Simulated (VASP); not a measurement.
Write the native input for VASP 6.6.1 that does the following.

| Property | Result |
| --- | --- |
| Task | single point |
| Functional | PBE |
| Potentials or basis | VASP PAW PBE potentials, release 64 (Ti_sv, Al) |
| Cutoff | 520 eV |
| k mesh | 14 × 14 × 10 |
| Occupations | gaussian, width 0.1 eV |
| Spin | no spin polarisation |
| Dipole correction | no |
| Further INCAR settings | ALGO = Normal; EDIFF = 1e-07; NBANDS = 14 |

The structure of TiAl lies in POSCAR:

```
TiAl
1.0
    2.8059779443      0.0000000000      0.0000000000
    0.0000000000      2.8059779443      0.0000000000
    0.0000000000      0.0000000000      4.0540955125
Ti Al
1 1
Direct
    0.5000000000      0.5000000000      0.5000000000
    0.0000000000      0.0000000000      0.0000000000
```

One way to write it, as run:

INCAR

```
SYSTEM = TiAl
ALGO = Normal
EDIFF = 1E-7
ENCUT = 520
GGA = PE
ISIF = 2
ISMEAR = 0
LASPH = .TRUE.
LCHARG = .TRUE.
LELF = .TRUE.
LREAL = .FALSE.
LVHAR = .TRUE.
LWAVE = .FALSE.
NBANDS = 14
NELM = 100
PREC = Accurate
SIGMA = 0.1
```

KPOINTS

```
k-points
0
G
  14 14 10
  0 0 0
```

Potentials or basis: VASP PAW PBE potentials, release 64 (Ti_sv, Al).

The run is started by

```console
$ cat potpaw_PBE.64/Ti_sv/POTCAR potpaw_PBE.64/Al/POTCAR > POTCAR
$ mpirun -np 1 vasp_std > vasp.out
```

Results of the run:

- Pressure: 2.0 GPa

Run time: 86 s on 1 thread of Intel(R) Xeon(R) Platinum 8259CL CPU @ 2.50GHz (Skylake/Cascade Lake), on a shared host, peak memory 0.22 GiB.
